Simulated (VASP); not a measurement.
# Na in VASP: notebook

Runs on Na. Level: PBEsol. Tasks: electric field gradients.

All numbers are computed with VASP 6.6.1; they aren't measurements. Logs are shortened: lines on timing, memory, paths and dates and some standing lists are left out, and cuts for length are marked.

## Step 1: The cell of the first run

Symmetry: I4/mmm, No. 139, tetragonal system. The conventional cell has a = 4.193 Å, b = 4.193 Å, c = 4.235 Å, α = 90.00°, β = 90.00°, γ = 90.00°. Within 4.8 Å of Na (site symmetry 4/mmm) lie 14 Na at 3.64 to 4.24 Å.

## Step 2: Electric field gradients, PBEsol (equal xx and yy strain of -1 %)

INCAR reads:

```
PREC     = Accurate       # precision mode
ENCUT    = 520            # plane-wave cutoff, eV
EDIFF    = 1E-8           # SCF threshold, eV
ISMEAR   = -1             # smearing method
SIGMA    = 0.05           # smearing width, eV
LREAL    = F              # projectors in reciprocal space
LASPH    = T              # aspherical terms in the spheres
NELM     = 80             # most SCF steps
ALGO     = Normal         # electronic algorithm
ISIF     = 2              # what is computed and relaxed
LWAVE    = F              # write WAVECAR
LCHARG   = F              # write CHGCAR
GGA      = PS             # functional
LEFG     = T            
NBANDS   = 10             # bands
```

KPOINTS reads:

```
regular mesh
0
Gamma
  12 12 12
```

POSCAR reads:

```
Na
1.0
   -2.0963250000      2.0963250000      2.1175000000
    2.0963250000     -2.0963250000      2.1175000000
    2.0963250000      2.0963250000     -2.1175000000
Na
1
Direct
    0.0000000000      0.0000000000      0.0000000000
```

Potentials or basis: VASP PAW PBE potentials, release 64 (Na_pv).

The run is started by

```console
$ cat potpaw_PBE.64/Na_pv/POTCAR > POTCAR
$ mpirun -np 1 vasp_std > vasp.out
```

OUTCAR:

```text
PREC = Accurate
   ENCUT = 520
   EDIFF = 1E-8
   ISMEAR = -1
   LREAL = F
   LASPH = T
   NELM = 80
   ISIF = 2
   GGA = PS

 ion  position               nearest neighbor table
   1  0.000  0.000  0.000-

  LATTYP: Found a body centered tetragonal cell.
 ALAT       =     4.1926500000
 C/A-ratio  =     1.0101010101

  Lattice vectors:

 A1 = (  -2.0963250000,   2.0963250000,   2.1175000000)
 A2 = (   2.0963250000,  -2.0963250000,   2.1175000000)
 A3 = (   2.0963250000,   2.0963250000,  -2.1175000000)

Analysis of symmetry for initial positions (statically):
=====================================================================
 Subroutine PRICEL returns:
 Original cell was already a primitive cell.

 Routine SETGRP: Setting up the symmetry group for a
 body centered tetragonal supercell.

 Subroutine GETGRP returns: Found 16 space group operations
 (whereof 16 operations were pure point group operations)
 out of a pool of 16 trial point group operations.

The static configuration has the point symmetry D_4h.

Analysis of symmetry for dynamics (positions and initial velocities):
=====================================================================
 Subroutine PRICEL returns:
 Original cell was already a primitive cell.

 Routine SETGRP: Setting up the symmetry group for a
 body centered tetragonal supercell.

 Subroutine GETGRP returns: Found 16 space group operations
 (whereof 16 operations were pure point group operations)
 out of a pool of 16 trial point group operations.

The dynamic configuration has the point symmetry D_4h.

 Subroutine INISYM returns: Found 16 space group operations
 (whereof 16 operations are pure point group operations),
 and found     1 'primitive' translations

----------------------------------------------------------------------------------------

                                     Primitive cell

  volume of cell :      37.2221

  direct lattice vectors                    reciprocal lattice vectors
    -2.096325000  2.096325000  2.117500000     0.000000000  0.238512635  0.236127509
     2.096325000 -2.096325000  2.117500000     0.238512635  0.000000000  0.236127509
     2.096325000  2.096325000 -2.117500000     0.238512635  0.238512635  0.000000000

  length of vectors
     3.643207826  3.643207826  3.643207826     0.335625502  0.335625502  0.337307804

  position of ions in fractional coordinates (direct lattice)
     0.000000000  0.000000000  0.000000000

  ion indices of the primitive-cell ions
   primitive index   ion index
                 1           1

----------------------------------------------------------------------------------------

 KPOINTS: regular mesh

Automatic generation of k-mesh.
 Grid dimensions read from file:
 generate k-points for:   12   12   12

 Generating k-lattice:

  Cartesian coordinates                     Fractional coordinates (reciprocal lattice)
     0.000000000  0.019876053  0.019677292     0.083333333  0.000000000  0.000000000
     0.019876053  0.000000000  0.019677292     0.000000000  0.083333333  0.000000000
     0.019876053  0.019876053  0.000000000     0.000000000  0.000000000  0.083333333

  Length of vectors
     0.027968792  0.027968792  0.028108984

  Shift w.r.t. Gamma in fractional coordinates (k-lattice)
     0.000000000  0.000000000  0.000000000

 Subroutine IBZKPT returns following result:
 ===========================================

 Found    163 irreducible k-points:

 Following reciprocal coordinates:
            Coordinates               Weight
  0.000000  0.000000  0.000000      1.000000
  0.083333  0.000000  0.000000      8.000000
  0.166667  0.000000  0.000000      8.000000
  0.250000  0.000000  0.000000      8.000000
  0.333333  0.000000  0.000000      8.000000
  0.416667  0.000000 -0.000000      8.000000
[... 16 lines left out ...]
  0.500000  0.166667  0.000000     16.000000
 -0.416667  0.166667  0.000000     16.000000
 [... further k-points ...]
   k-points           NKPTS =    163   k-points in BZ     NKDIM =    163   number of bands    NBANDS=     10
   number of dos      NEDOS =    301   number of ions     NIONS =      1
   total plane-waves  NPLWV =  21952
   dimension x,y,z NGX =    28 NGY =   28 NGZ =   28
   dimension x,y,z NGXF=    56 NGYF=   56 NGZF=   56
   ions per type =               1
   NGX,Y,Z   is equivalent  to a cutoff of  12.78, 12.78, 12.78 a.u.
   NGXF,Y,Z  is equivalent  to a cutoff of  25.55, 25.55, 25.55 a.u.
 SYSTEM =  unknown system
   PREC   = accura    normal or accurate (medium, high low for compatibility)
   ISTART =      0    job   : 0-new  1-cont  2-samecut
   ICHARG =      2    charge: 1-file 2-atom 10-const
   ISPIN  =      1    spin polarized calculation?
   LNONCOLLINEAR =      F non collinear calculations
   LSORBIT =      F    spin-orbit coupling
   LASPH  =      T    aspherical Exc in radial PAW
   ENCUT  =  520.0 eV  38.22 Ry    6.18 a.u.   6.77  6.77  6.77*2*pi/ulx,y,z
   NELM   =     80;   NELMIN=  2; NELMDL= -5     # of ELM steps
   EDIFF  = 0.1E-07   stopping-criterion for ELM
   LREAL  =      F    real-space projection
   EDIFFG = 0.1E-06   stopping-criterion for IOM
   NSW    =      0    number of steps for IOM
   IBRION =     -1    ionic relax: 0-MD 1-quasi-New 2-CG
   NFREE  =      0    steps in history (QN), initial steepest desc. (CG)
   ISIF   =      2    stress and relaxation
   ISYM   =      2    0-nonsym 1-usesym 2-fastsym
   POTIM  = 0.5000    time-step for ionic-motion
   TEBEG  =    0.0;   TEEND  =   0.0 temperature during run
   PSTRESS=    0.0 pullay stress
   NELECT =       7.0000    total number of electrons
   NUPDOWN=      -1.0000    fix difference up-down
   EMIN   =  10.00;   EMAX   =-10.00  energy-range for DOS
   EFERMI =   0.00;   METHOD = LEGACY
   ISMEAR =    -1;   SIGMA  =   0.05  broadening in eV -4-tet -1-fermi 0-gaus
   EFERMI_NEDOS =   21; number of points for ismear=-14 and -15
   IALGO  =     38    algorithm
   IMIX   =      4    mixing-type and parameters
     AMIX     =   0.40;   BMIX     =  1.00
     AMIX_MAG =   1.60;   BMIX_MAG =  1.00
  volume/ion in A,a.u.               =      37.22       251.19
  Fermi-wavevector in a.u.,A,eV,Ry     =   0.937938  1.772445 11.969413  0.879727
  Thomas-Fermi vector in A             =   2.065099
   LORBIT       =      0    0 simple, 1 ext, 2 COOP (PROOUT), +10 PAW based schemes
   GGA     = PS    functional components
   LHFCALC =     F    Hartree Fock is set to
   AEXX    =    0.0000 exact exchange contribution
   IVDW    =     0    specifies the selected vdW correction
   LEPSILON=     F    determine dielectric tensor
   LRPA    =     F    only Hartree local field effects (RPA)
 non-spin polarized calculation
  energy-cutoff  :      520.00
  volume of cell :       37.22
 maximum number of plane-waves:      1024
   NGX = 13   NGY = 13   NGZ = 13

 number of electron       7.0000007 magnetization

 Free energy of the ion-electron system (eV)
  ---------------------------------------------------
  ext. energy  EPLUGINS =         0.00000000
  ---------------------------------------------------
  free energy    TOTEN  =        -1.39902163 eV

  energy without entropy =       -1.39369995  energy(sigma->0) =       -1.39636079

 E-fermi :   0.2581     XC(G=0):  -6.4903

 val. band max:        0.2406288495   @ k =  -0.3333   0.4167   0.1667
 cond. band min:       0.3127571689   @ k =   0.3333   0.1667   0.0000
 fundamental gap:      0.0721283194
 Fermi energy:         0.2581277603

 k-point     1 :       0.0000    0.0000    0.0000
  band No.  band energies     occupation
      1     -24.4944      2.00000
      2     -24.4944      2.00000
      3     -24.4943      2.00000
      4      -2.9748      2.00000
      5      11.9501      0.00000
      6      11.9501      0.00000
      7      12.1019      0.00000
      8      12.9279      0.00000
      9      13.0771      0.00000
     10      13.4865      0.00000

 k-point     2 :       0.0833    0.0000    0.0000
  band No.  band energies     occupation
      1     -24.4968      2.00000
      2     -24.4952      2.00000
      3     -24.4944      2.00000
      4      -2.8532      2.00000
      5      10.4585      0.00000
      6      11.2941      0.00000
      7      11.5957      0.00000
      8      12.1510      0.00000
      9      12.4190      0.00000
     10      13.8146      0.00000
[... 274 lines left out ...]
 k-point    24 :      -0.4167    0.1667    0.0000
  band No.  band energies     occupation
      1     -24.5214      2.00000
      2     -24.5049      2.00000
      3     -24.4970      2.00000
      4      -0.7008      2.00000
      5       4.6672      0.00000
      6       6.2522      0.00000
      7       9.0049      0.00000
      8      11.4958      0.00000
      9      12.8601      0.00000
     10      14.4500      0.00000

 [... further k-points ...]
[... 5 lines left out ...]
  --------------------------------------------------------------------------------------
  -------------------------------------------------------------------------------------
  Total       -0.0447706     -0.0447706     -0.0375721      0.0000000      0.0000000      0.0000000
  in kB       -1.9270953     -1.9270953     -1.6172423      0.0000000      0.0000000      0.0000000
  external PRESSURE =      -1.8238110 kB  Pullay stress =       0.0000000 kB

 VOLUME and BASIS-vectors are now :
 -----------------------------------------------------------------------------
  energy-cutoff  :      520.00
  volume of cell :       37.22
      direct lattice vectors                 reciprocal lattice vectors
    -2.096325000  2.096325000  2.117500000     0.000000000  0.238512635  0.236127509
     2.096325000 -2.096325000  2.117500000     0.238512635  0.000000000  0.236127509
     2.096325000  2.096325000 -2.117500000     0.238512635  0.238512635  0.000000000

 POSITION                                       TOTAL-FORCE (eV/Angst)
 -----------------------------------------------------------------------------------
      0.00000      0.00000      0.00000         0.000000      0.000000      0.000000
 -----------------------------------------------------------------------------------
    total drift:                                0.000000     -0.000000     -0.000000

  FREE ENERGIE OF THE ION-ELECTRON SYSTEM (eV)
  ---------------------------------------------------
  free  energy   TOTEN  =        -1.3990216295 eV

  energy  without entropy=       -1.3936999478  energy(sigma->0) =       -1.39636079

 Electric field gradients (V/A^2)
---------------------------------------------------------------------
 ion       V_xx      V_yy      V_zz      V_xy      V_xz      V_yz
---------------------------------------------------------------------
   1       0.028     0.028    -0.057    -0.005    -0.005    -0.005
---------------------------------------------------------------------

 Electric field gradients after diagonalization (V/A^2)
 (convention: |V_zz| > |V_xx| > |V_yy|)
----------------------------------------------------------------------
 ion       V_xx      V_yy      V_zz     asymmetry (V_yy - V_xx)/ V_zz
----------------------------------------------------------------------
   1       0.033     0.024    -0.057       0.157
----------------------------------------------------------------------

           NMR quadrupolar parameters

 Cq : quadrupolar parameter    Cq=e*Q*V_zz/h
 eta: asymmetry parameters     (V_yy - V_xx)/ V_zz
 Q  : nuclear electric quadrupole moment in mb (millibarn)
----------------------------------------------------------------------
 ion       Cq(MHz)       eta       Q (mb)
----------------------------------------------------------------------
   1      -0.000       0.157       1.000
----------------------------------------------------------------------
```

Wall time 16 s (1 thread of Intel Xeon 6975P-C (Granite Rapids), shared host); peak memory 0.18 GiB.

Results:

```yaml
Free_energy: -1.3990 eV
Pressure: -0.2 GPa
Band_gap_on_the_k_mesh: zero (an odd number of electrons rules out a gap without spin polarisation)
Largest_electric_field_gradient_by_atom: Na -0.06 V/Å²
```

Caveat: the cell differs from its parent crystal (equal xx and yy strain of -1 %); without QUAD_EFG the Cq values of the log hold for a quadrupole moment of 1 mb, not for the nuclei; the PAW data sets were made with another functional, which shifts forces and pressure a little.

## Step 3: Electric field gradients, PBEsol (equal xx and yy strain of -1 %)

INCAR reads:

```
SYSTEM = Na
  PREC = Accurate
  ENCUT = 520
  EDIFF = 1E-8
  ISMEAR = -1
  SIGMA = 0.05
  LREAL = .FALSE.
  LASPH = .TRUE.
  NELM = 80
  ALGO = Normal
  ISIF = 2
  LWAVE = .FALSE.
  LCHARG = .FALSE.
  GGA = PS
  LEFG = .TRUE.
  NBANDS = 10
```

KPOINTS reads:

```
regular mesh
0
G
  12 12 12
  0 0 0
```

POSCAR is that of step 2.

Potentials or basis: VASP PAW PBE potentials, release 64 (Na_pv).

The run is started by

```console
$ cat potpaw_PBE.64/Na_pv/POTCAR > POTCAR
$ mpirun -np 1 vasp_std > vasp.out
```

OUTCAR:

```text
SYSTEM = Na
   PREC = Accurate
   ENCUT = 520
   EDIFF = 1E-8
   ISMEAR = -1
   LREAL = .FALSE.
   LASPH = .TRUE.
   NELM = 80
   ISIF = 2
   GGA = PS

 ion  position               nearest neighbor table
   1  0.000  0.000  0.000-

  LATTYP: Found a body centered tetragonal cell.
 ALAT       =     4.1926500000
 C/A-ratio  =     1.0101010101

  Lattice vectors:

 A1 = (  -2.0963250000,   2.0963250000,   2.1175000000)
 A2 = (   2.0963250000,  -2.0963250000,   2.1175000000)
 A3 = (   2.0963250000,   2.0963250000,  -2.1175000000)

Analysis of symmetry for initial positions (statically):
=====================================================================
 Subroutine PRICEL returns:
 Original cell was already a primitive cell.

 Routine SETGRP: Setting up the symmetry group for a
 body centered tetragonal supercell.

 Subroutine GETGRP returns: Found 16 space group operations
 (whereof 16 operations were pure point group operations)
 out of a pool of 16 trial point group operations.

The static configuration has the point symmetry D_4h.

Analysis of symmetry for dynamics (positions and initial velocities):
=====================================================================
 Subroutine PRICEL returns:
 Original cell was already a primitive cell.

 Routine SETGRP: Setting up the symmetry group for a
 body centered tetragonal supercell.

 Subroutine GETGRP returns: Found 16 space group operations
 (whereof 16 operations were pure point group operations)
 out of a pool of 16 trial point group operations.

The dynamic configuration has the point symmetry D_4h.

 Subroutine INISYM returns: Found 16 space group operations
 (whereof 16 operations are pure point group operations),
[... 149 lines left out ...]
  band No.  band energies     occupation
      1     -24.4944      2.00000
      2     -24.4944      2.00000
      3     -24.4943      2.00000
      4      -2.9748      2.00000
      5      11.9501      0.00000
      6      11.9501      0.00000
      7      12.1019      0.00000
      8      12.9279      0.00000
      9      13.0771      0.00000
     10      13.4865      0.00000
[... 287 lines left out ...]
 k-point    24 :      -0.4167    0.1667    0.0000
  band No.  band energies     occupation
      1     -24.5214      2.00000
      2     -24.5049      2.00000
      3     -24.4970      2.00000
      4      -0.7008      2.00000
      5       4.6672      0.00000
      6       6.2522      0.00000
      7       9.0049      0.00000
      8      11.4958      0.00000
      9      12.8601      0.00000
     10      14.4500      0.00000

 [... further k-points ...]
[... 5 lines left out ...]
  --------------------------------------------------------------------------------------
  -------------------------------------------------------------------------------------
  Total       -0.0447706     -0.0447706     -0.0375721      0.0000000      0.0000000      0.0000000
  in kB       -1.9270953     -1.9270953     -1.6172423      0.0000000      0.0000000      0.0000000
  external PRESSURE =      -1.8238110 kB  Pullay stress =       0.0000000 kB

 VOLUME and BASIS-vectors are now :
 -----------------------------------------------------------------------------
  energy-cutoff  :      520.00
  volume of cell :       37.22
      direct lattice vectors                 reciprocal lattice vectors
    -2.096325000  2.096325000  2.117500000     0.000000000  0.238512635  0.236127509
     2.096325000 -2.096325000  2.117500000     0.238512635  0.000000000  0.236127509
     2.096325000  2.096325000 -2.117500000     0.238512635  0.238512635  0.000000000

 POSITION                                       TOTAL-FORCE (eV/Angst)
 -----------------------------------------------------------------------------------
      0.00000      0.00000      0.00000         0.000000      0.000000      0.000000
 -----------------------------------------------------------------------------------
    total drift:                                0.000000     -0.000000     -0.000000

  FREE ENERGIE OF THE ION-ELECTRON SYSTEM (eV)
  ---------------------------------------------------
  free  energy   TOTEN  =        -1.3990216295 eV

  energy  without entropy=       -1.3936999478  energy(sigma->0) =       -1.39636079

 Electric field gradients (V/A^2)
---------------------------------------------------------------------
 ion       V_xx      V_yy      V_zz      V_xy      V_xz      V_yz
---------------------------------------------------------------------
   1       0.028     0.028    -0.057    -0.005    -0.005    -0.005
---------------------------------------------------------------------

 Electric field gradients after diagonalization (V/A^2)
 (convention: |V_zz| > |V_xx| > |V_yy|)
----------------------------------------------------------------------
 ion       V_xx      V_yy      V_zz     asymmetry (V_yy - V_xx)/ V_zz
----------------------------------------------------------------------
   1       0.033     0.024    -0.057       0.157
----------------------------------------------------------------------

           NMR quadrupolar parameters

 Cq : quadrupolar parameter    Cq=e*Q*V_zz/h
 eta: asymmetry parameters     (V_yy - V_xx)/ V_zz
 Q  : nuclear electric quadrupole moment in mb (millibarn)
----------------------------------------------------------------------
 ion       Cq(MHz)       eta       Q (mb)
----------------------------------------------------------------------
   1      -0.000       0.157       1.000
----------------------------------------------------------------------
```

stdout:

```text
POSCAR found type information on POSCAR Na
 POSCAR found :  1 types and       1 ions
 scaLAPACK will be used
 -----------------------------------------------------------------------------
|                                                                             |
|                                                                             |
|     You enforced a specific xc type in the INCAR file but a different       |
|     I HOPE YOU KNOW WHAT YOU ARE DOING!                                     |
|                                                                             |
 -----------------------------------------------------------------------------

 LDA part: xc-table for (Slater+PW92), standard interpolation
 POSCAR, INCAR and KPOINTS ok, starting setup
 FFT: planning ... GRIDC
 FFT: planning ... GRID_SOFT
 FFT: planning ... GRID
 WAVECAR not read
 entering main loop
ion   1
```

Run time: 15 s. Hardware: 1 thread of Intel Xeon 6975P-C (Granite Rapids), shared host; peak memory 0.18 GiB.

Results:

```yaml
Free_energy: -1.3990 eV
Pressure: -0.2 GPa
Band_gap_on_the_k_mesh: zero (an odd number of electrons rules out a gap without spin polarisation)
Largest_electric_field_gradient_by_atom: Na -0.06 V/Å²
```

Levels at points of the mesh, in eV from the Fermi level:
```csv
k point,band 2,band 3,band 4,band 5,band 6,band 7
"(0.00, 0.00, 0.00)",-24.75,-24.75,-3.23,11.69,11.69,11.84
"(0.50, 0.00, 0.00)",-24.76,-24.75,0.77,1.24,8.26,9.21
"(0.50, 0.50, 0.00)",-24.76,-24.75,0.81,1.29,8.14,9.08
"(0.50, 0.50, 0.50)",-24.78,-24.78,4.50,4.59,4.80,4.97
```

Caveat: the cell differs from its parent crystal (equal xx and yy strain of -1 %); without QUAD_EFG the Cq values of the log hold for a quadrupole moment of 1 mb, not for the nuclei; the PAW data sets were made with another functional, which shifts forces and pressure a little.

(Continued in part 2 of 2.)
